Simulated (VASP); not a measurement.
# Sr4AlO5 (P3m1) in VASP: further runs, part 2 of 2

VASP 6.6.1. Earlier steps stand in the parts before.

## 4. Relaxation of cell and atoms, PBE

This run uses another cell than the first one, of 17.22 Å³/atom.

The input, INCAR:

```
SYSTEM = Sr4AlO5
PREC = Accurate ; ENCUT = 600
EDIFF = 1E-6 ; ISMEAR = 0
SIGMA = 0.1 ; LREAL = .False.
LASPH = .True. ; NELM = 60
ALGO = Normal ; ISIF = 3
LWAVE = .False. ; LCHARG = .False.
GGA = PE ; IBRION = 2
NSW = 90 ; EDIFFG = -0.04
```

The input, KPOINTS:

```
Automatic mesh
0
Gamma
  6 6 1
  0 0 0
```

The input, POSCAR:

```
Sr4AlO5
1.0
    3.5349284900      0.0000000000      0.0000000000
   -1.7674642400      3.0613378700      0.0000000000
    0.0000000000      0.0000000000     15.9134683000
Sr Al O
4 1 5
Direct
    0.6666666700      0.3333333300      0.1062209200
    0.3333333300      0.6666666700      0.4688954100
    0.0000000000      0.0000000000      0.6813372400
    0.3333333300      0.6666666700      0.8937790800
    0.3333333300      0.6666666700      0.3282556800
    0.0000000000      0.0000000000      0.0000000000
    0.3333333300      0.6666666700      0.2124418400
    0.0000000000      0.0000000000      0.3626744900
    0.6666666700      0.3333333300      0.5751163300
    0.6666666700      0.3333333300      0.7875581600
```

Command:

```sh
cat potpaw_PBE.64/Sr_sv/POTCAR potpaw_PBE.64/Al/POTCAR potpaw_PBE.64/O/POTCAR > POTCAR
mpirun -np 1 vasp_std > vasp.out
```

Run time: 14 min. Hardware: 1 thread of Intel Xeon Platinum 8488C (Sapphire Rapids), shared host; peak memory 0.34 GiB.

It converged, with:

```
Free energy                           : -59.2861 eV
Relaxed volume                        : 17.01 Å³/atom
Relaxed cell                          : a = 3.600 Å, b = 3.600 Å, c = 15.160 Å, α = 90.00°, β = 90.00°, γ = 120.00°
Space group after relaxing (to 0.1 Å) : P3m1 (No. 156)
Energy gained by relaxing             : 317.0 meV/atom
Ionic steps                           : 24
Pressure after relaxing               : 0.0 GPa
Largest force after relaxing          : 0.030 eV/Å
Band gap on the k mesh                : zero (an odd number of electrons rules out a gap without spin polarisation)
```

Forces on the atoms (eV/Å):
```
Sr   0.000  0.000  0.014
Sr   0.000  0.000  0.006
Sr   0.000  0.000  0.014
Sr   0.000  0.000 -0.009
Al   0.000  0.000  0.007
O    0.000  0.000 -0.018
O    0.000  0.000 -0.005
O    0.000  0.000 -0.016
O    0.000  0.000 -0.022
O    0.000  0.000  0.030
```

The path:
```
step  energy change (eV)  largest force (eV/Å)  pressure (GPa)  volume (Å³)
   1              0.0000               10.0094           -1.77       172.21
   2              2.3450               34.3130           12.43       167.48
   3             -1.9813                5.3308            0.30       170.00
   4             -2.6547                1.9854           -1.21       169.73
   5             -2.6662                1.7227           -1.24       169.77
   6             -2.8997                0.9091            1.53       166.78
   7             -2.8997                0.9080            1.56       166.75
   8             -3.0222                0.5111            0.33       169.14
   9             -3.0446                0.7537           -0.39       170.77
  10             -3.0971                0.4741           -0.21       170.94
  11             -3.1023                0.8378           -0.11       171.01
  12             -3.1372                0.3546           -0.29       170.98
  13             -3.1470                0.2392           -0.41       170.95
  14             -3.1540                0.2270           -0.13       170.36
  15             -3.1598                0.2116            0.50       169.13
  16             -3.1649                0.1256            0.26       169.46
  17             -3.1656                0.1968            0.14       169.63
  18             -3.1681                0.0821           -0.01       170.10
  19             -3.1681                0.0818           -0.01       170.10
  20             -3.1688                0.0600           -0.06       170.18
  21             -3.1693                0.1099           -0.11       170.30
  22             -3.1698                0.0623           -0.02       170.20
  23             -3.1698                0.0577            0.04       170.14
  24             -3.1701                0.0299            0.05       170.15
```

Final structure:
```
Sr Al O
1.0
     3.60001    0.00000    0.00000
    -1.80000    3.11770    0.00000
     0.00000    0.00000   15.15954
Sr Al O
4 1 5
Direct
  0.66667 0.33333 0.10258
  0.33333 0.66667 0.49954
  0.00000 0.00000 0.69937
  0.33333 0.66667 0.90154
  0.33333 0.66667 0.30249
  0.00000 0.00000 0.99613
  0.33333 0.66667 0.18849
  0.00000 0.00000 0.34621
  0.66667 0.33333 0.58522
  0.66667 0.33333 0.79471
```

Levels at points of the mesh, in eV from the Fermi level:
| k point | band 35 | band 36 | band 37 | band 38 | band 39 | band 40 |
| --- | --- | --- | --- | --- | --- | --- |
| (0.00, 0.00, 0.00) | -3.31 | -3.31 | -2.14 | 0.16 | 1.18 | 1.84 |
| (0.50, 0.00, 0.00) | -3.57 | -3.36 | -0.18 | 0.74 | 0.98 | 1.76 |

Caveat: the k points lie up to 0.41 Å⁻¹ apart in the final cell, too coarse for converged energies and pressures of a metal; an odd number of electrons without spin polarisation forces a metal; a magnetic or distorted state may lie lower.

## 5. Single point, PBE, collinear spin, ferromagnetic start

The input, INCAR:

```
SYSTEM = Sr4AlO5
  ALGO = Normal
  EDIFF = 1E-6
  ENCUT = 520
  GGA = PE
  ISIF = 2
  ISMEAR = 0
  ISPIN = 2
  LASPH = .True.
  LCHARG = .False.
  LORBIT = 11
  LREAL = .False.
  LWAVE = .False.
  MAGMOM = 0 0 0 0 0 1 1 1 1 1
  NBANDS = 52
  NELM = 150
  PREC = Accurate
  SIGMA = 0.1
```

The input, KPOINTS:

```
k-points
0
Gamma
  6 6 1
  0 0 0
```

The input, POSCAR:

```
Sr4AlO5
1.0
    3.5938889936      0.0000000000      0.0000000000
   -1.7969444968      3.1123991668      0.0000000000
    0.0000000000      0.0000000000     15.1740030416
Sr Al O
4 1 5
Direct
    0.6666666667      0.3333333333      0.1027266096
    0.3333333333      0.6666666667      0.5001817398
    0.0000000000      0.0000000000      0.7001310878
    0.3333333333      0.6666666667      0.9019203663
    0.3333333333      0.6666666667      0.3020659938
    0.0000000000      0.0000000000      0.9959113021
    0.3333333333      0.6666666667      0.1881437732
    0.0000000000      0.0000000000      0.3450087746
    0.6666666667      0.3333333333      0.5851227953
    0.6666666667      0.3333333333      0.7950667075
```

Command:

```sh
cat potpaw_PBE.64/Sr_sv/POTCAR potpaw_PBE.64/Al/POTCAR potpaw_PBE.64/O/POTCAR > POTCAR
mpirun -np 1 vasp_std > vasp.out
```

It took 2.6 min on 1 thread of Intel Xeon Platinum 8488C (Sapphire Rapids), shared host; peak memory 0.41 GiB.

It converged, with:

| Quantity | Value |
| --- | --- |
| Free energy | -59.2741 eV |
| Pressure | 0.5 GPa |
| Largest force | 0.063 eV/Å |
| Net moment | 0.21 μB per cell |
| Site moments | Sr +0.00, +0.02, -0.00 (each value once); Al +0.03; O +0.00, +0.01, +0.04 (each value once) μB |
| Valence electrons inside the program's atomic spheres | Sr 8.09, 8.12 (each value once); Al 0.70; O 4.97, 5.08, 4.90 (each value once) |

Forces on the atoms (eV/Å):
```
Sr   0.000  0.000 -0.026
Sr   0.000  0.000 -0.063
Sr   0.000  0.000 -0.015
Sr   0.000  0.000 -0.016
Al   0.000  0.000  0.055
O    0.000  0.000  0.016
O    0.000  0.000  0.016
O    0.000  0.000 -0.014
O    0.000  0.000  0.038
O    0.000  0.000  0.009
```

Stress tensor (GPa, compression positive):
```
0.53 0.00 0.00
0.00 0.53 0.00
0.00 0.00 0.31
```

Levels at points of the mesh, in eV from the Fermi level:
Spin up:
```csv
k point,band 34,band 35,band 36,band 37,band 38,band 39,band 40,band 41
"(0.00, 0.00, 0.00)",-3.68,-3.35,-3.35,-2.27,0.08,1.13,1.81,2.21
"(0.50, 0.00, 0.00)",-3.79,-3.61,-3.40,-0.26,0.64,0.93,1.67,2.23
```
Spin down:
```
           k point  band 35  band 36  band 37  band 38  band 39  band 40
(0.00, 0.00, 0.00)    -3.35    -3.35    -2.04     0.12     1.14     1.86
(0.50, 0.00, 0.00)    -3.61    -3.40    -0.17     0.78     0.96     1.73
```

Caveat: the k points lie up to 0.41 Å⁻¹ apart.

## 6. Single point, PBE, collinear spin, ferromagnetic start

This run uses another cell than the first one, of 17.22 Å³/atom.

The input, INCAR:

```
PREC = Accurate
ENCUT = 520
EDIFF = 1E-6
ISMEAR = 0
SIGMA = 0.1
LREAL = F
LASPH = T
NELM = 150
ALGO = Normal
ISIF = 2
LWAVE = F
LCHARG = F
ISPIN = 2
MAGMOM = 0 0 0 0 0 1 1 1 1 1
LORBIT = 11
GGA = PE
NBANDS = 52
```

The input, KPOINTS:

```
regular mesh
0
Gamma
  6 6 1
```

The input, POSCAR:

```
Sr4AlO5
1.0
    3.5349284900      0.0000000000      0.0000000000
   -1.7674642400      3.0613378700      0.0000000000
    0.0000000000      0.0000000000     15.9134683000
Sr Al O
4 1 5
Direct
    0.6666666700      0.3333333300      0.1062209200
    0.3333333300      0.6666666700      0.4688954100
    0.0000000000      0.0000000000      0.6813372400
    0.3333333300      0.6666666700      0.8937790800
    0.3333333300      0.6666666700      0.3282556800
    0.0000000000      0.0000000000      0.0000000000
    0.3333333300      0.6666666700      0.2124418400
    0.0000000000      0.0000000000      0.3626744900
    0.6666666700      0.3333333300      0.5751163300
    0.6666666700      0.3333333300      0.7875581600
```

Potentials or basis: VASP PAW PBE potentials, release 64 (Sr_sv, Al, O).

Command:

```sh
cat potpaw_PBE.64/Sr_sv/POTCAR potpaw_PBE.64/Al/POTCAR potpaw_PBE.64/O/POTCAR > POTCAR
mpirun -np 1 vasp_std > vasp.out
```

Wall time 3 min (1 thread of Intel Xeon Platinum 8488C (Sapphire Rapids), shared host); peak memory 0.41 GiB.

Results (log left out):

```
Free energy                                           : -56.1077 eV
Pressure                                              : -1.7 GPa
Largest force                                         : 10.008 eV/Å
Net moment                                            : 0.00 μB per cell
Valence electrons inside the program's atomic spheres : Sr 8.01, 8.27, 8.03 (each value once); Al 0.74; O 4.94, 4.98, 4.96, 4.92 (each value once)
```

Forces on the atoms (eV/Å):
```
Sr    0.000   0.000   0.865
Sr    0.000   0.000   8.601
Sr    0.000   0.000   0.072
Sr    0.000   0.000   0.138
Al    0.000   0.000 -10.008
O     0.000   0.000  -0.126
O     0.000   0.000   0.594
O     0.000   0.000   0.489
O     0.000   0.000  -0.592
O     0.000   0.000  -0.034
```

Stress tensor (GPa, compression positive):
```
-0.01  0.00  0.00
 0.00 -0.01  0.00
 0.00  0.00 -5.03
```

Levels at points of the mesh, in eV from the Fermi level:
Spin up:
| k point | band 35 | band 36 | band 37 | band 38 | band 39 | band 40 |
| --- | --- | --- | --- | --- | --- | --- |
| (0.00, 0.00, 0.00) | -2.26 | -2.26 | -1.66 | 0.14 | 1.03 | 1.52 |
| (0.50, 0.00, 0.00) | -2.87 | -2.45 | -0.69 | 0.81 | 1.34 | 2.13 |
Spin down:
| k point | band 34 | band 35 | band 36 | band 37 | band 38 | band 39 | band 40 | band 41 |
| --- | --- | --- | --- | --- | --- | --- | --- | --- |
| (0.00, 0.00, 0.00) | -2.72 | -2.26 | -2.26 | -1.65 | 0.14 | 1.03 | 1.52 | 2.53 |
| (0.50, 0.00, 0.00) | -3.16 | -2.87 | -2.45 | -0.69 | 0.81 | 1.34 | 2.13 | 2.51 |

Caveat: the k points lie up to 0.39 Å⁻¹ apart; forces of over 1 eV/Å act on the atoms, so gaps and moduli don't describe the material at rest.

## 7. Single point, PBE

The input, INCAR:

```
PREC = Accurate
ENCUT = 520
EDIFF = 1E-6
ISMEAR = 0
SIGMA = 0.1
LREAL = F
LASPH = T
NELM = 100
ALGO = Normal
ISIF = 2
LWAVE = F
LCHARG = F
GGA = PE
NBANDS = 48
```

The input, KPOINTS:

```
regular mesh
0
Gamma
  12 12 4
```

The input, POSCAR:

```
Sr4AlO5
1.0
    3.5969276526      0.0000000000      0.0000000000
   -1.7984638263      3.1150307227      0.0000000000
    0.0000000000      0.0000000000     15.1683414053
Sr Al O
4 1 5
Direct
    0.6666666667      0.3333333333      0.1026869355
    0.3333333333      0.6666666667      0.5005348267
    0.0000000000      0.0000000000      0.7003538186
    0.3333333333      0.6666666667      0.9019698131
    0.3333333333      0.6666666667      0.3018401977
    0.0000000000      0.0000000000      0.9958432849
    0.3333333333      0.6666666667      0.1878073678
    0.0000000000      0.0000000000      0.3445433244
    0.6666666667      0.3333333333      0.5854113466
    0.6666666667      0.3333333333      0.7952882346
```

Command:

```sh
cat potpaw_PBE.64/Sr_sv/POTCAR potpaw_PBE.64/Al/POTCAR potpaw_PBE.64/O/POTCAR > POTCAR
mpirun -np 1 vasp_std > vasp.out
```

Run time: 26 min. Hardware: 1 thread of Intel Xeon 8259CL, shared host; peak memory 0.57 GiB.

It converged, with:

- Free energy: -59.2795 eV
- Pressure: 0.5 GPa
- Largest force: 0.058 eV/Å
- Band gap on the k mesh: zero (an odd number of electrons rules out a gap without spin polarisation)

Forces on the atoms (eV/Å):
```
Sr   0.000  0.000 -0.017
Sr   0.000  0.000 -0.058
Sr   0.000  0.000 -0.019
Sr   0.000  0.000 -0.010
Al   0.000  0.000  0.028
O    0.000  0.000  0.008
O    0.000  0.000  0.024
O    0.000  0.000  0.002
O    0.000  0.000  0.035
O    0.000  0.000  0.006
```

Levels at points of the mesh, in eV from the Fermi level:
```
           k point  band 34  band 35  band 36  band 37  band 38  band 39  band 40  band 41
(0.00, 0.00, 0.00)    -3.66    -3.33    -3.33    -2.14     0.11     1.14     1.86     2.23
(0.50, 0.00, 0.00)    -3.77    -3.60    -3.38    -0.19     0.72     0.96     1.71     2.28
(0.00, 0.00, 0.50)    -3.77    -3.33    -3.33    -2.10     0.07     1.08     1.99     2.40
(0.50, 0.00, 0.50)    -3.75    -3.58    -3.38    -0.14     0.45     1.26     1.71     2.24
```

Caveat: an odd number of electrons without spin polarisation forces a metal; a magnetic or distorted state may lie lower.

## 8. Overview

| task | spin | cell | k mesh | cutoff (eV) | gap on the mesh (eV) | pressure (GPa) | moment (μB) | largest force (eV/Å) |
| --- | --- | --- | --- | --- | --- | --- | --- | --- |
| single point | off | a = 3.594, b = 3.594, c = 15.174 Å, angles 90.0, 90.0, 120.0°, 10 atoms, atomic positions A | 6 × 6 × 1 | 520 | none | 0.4 | - | 0.06 |
| single point | off | a = 3.535, b = 3.535, c = 15.913 Å, angles 90.0, 90.0, 120.0°, 10 atoms, atomic positions B | 6 × 6 × 1 | 520 | none | -1.7 | - | 10.01 |
| relaxation of cell and atoms | off | relaxed from a = 3.535, b = 3.535, c = 15.913 Å, angles 90.0, 90.0, 120.0°, 10 atoms, atomic positions B | 6 × 6 × 1 | 600 | none | 0.0 | - | 0.03 |
| single point | collinear, ferromagnetic start | a = 3.594, b = 3.594, c = 15.174 Å, angles 90.0, 90.0, 120.0°, 10 atoms, atomic positions A | 6 × 6 × 1 | 520 | none | 0.5 | 0.21 | 0.06 |
| single point | collinear, ferromagnetic start | a = 3.535, b = 3.535, c = 15.913 Å, angles 90.0, 90.0, 120.0°, 10 atoms, atomic positions B | 6 × 6 × 1 | 520 | none | -1.7 | 0.00 | 10.01 |
| single point | off | a = 3.597, b = 3.597, c = 15.168 Å, angles 90.0, 90.0, 120.0°, 10 atoms, atomic positions C | 12 × 12 × 4 | 520 | none | 0.5 | - | 0.06 |

Alike in all rows: level PBE; potentials or basis VASP PAW PBE potentials, release 64 (Sr_sv, Al, O); smearing gaussian 0.1 eV.

Caveats: some runs use coarse meshes; an odd number of electrons without spin polarisation forces a metal (at least some runs); a magnetic or distorted state may lie lower (at least some runs); forces of over 1 eV/Å act on the atoms, so gaps and moduli don't describe the material at rest (at least some runs).

Total energies depend on the potentials used, so only differences within one code and one set of settings carry meaning.
